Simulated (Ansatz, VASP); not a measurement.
## One calculation of PbS, two programs

```
CELL_PARAMETERS angstrom
2.12665 1.22782 3.47478
-2.12665 1.22782 3.47478
0.00000 -2.45565 3.47478
ATOMIC_POSITIONS crystal
Pb 0.98057 0.98057 0.98057
S 0.47504 0.47504 0.47504
```

Alike in both runs: task single point; functional PBE0; k mesh 4 × 4 × 4; occupations fermi-dirac, width 0.05 eV; no spin polarisation.

```csv
,VASP,Ansatz
version,VASP 6.6.1,Ansatz 0.2.0
potentials or method,"VASP PAW PBE potentials, release 64 (Pb_d, S)",Ansatz PAW
plane-wave cutoff (eV),520,420
valence electrons in the cell,20,20
```

```csv
,VASP,Ansatz,Ansatz less VASP
gap on the k mesh at the Fermi level (eV),1.66,1.59,-0.065
least direct gap on the mesh (eV),1.66,1.59,-0.065
pressure (GPa),-1.4,-1.2,+0.25
rms of the force components (eV/Å),0.019,0.020,+0.0009
```

Atom by atom the forces differ by 0.001 eV/Å (rms over components). The functional is the same, so the differences come from potentials, cutoffs and numerics.

The k mesh is coarse, so the values compare programs but aren't converged. Spin-orbit coupling is off throughout.
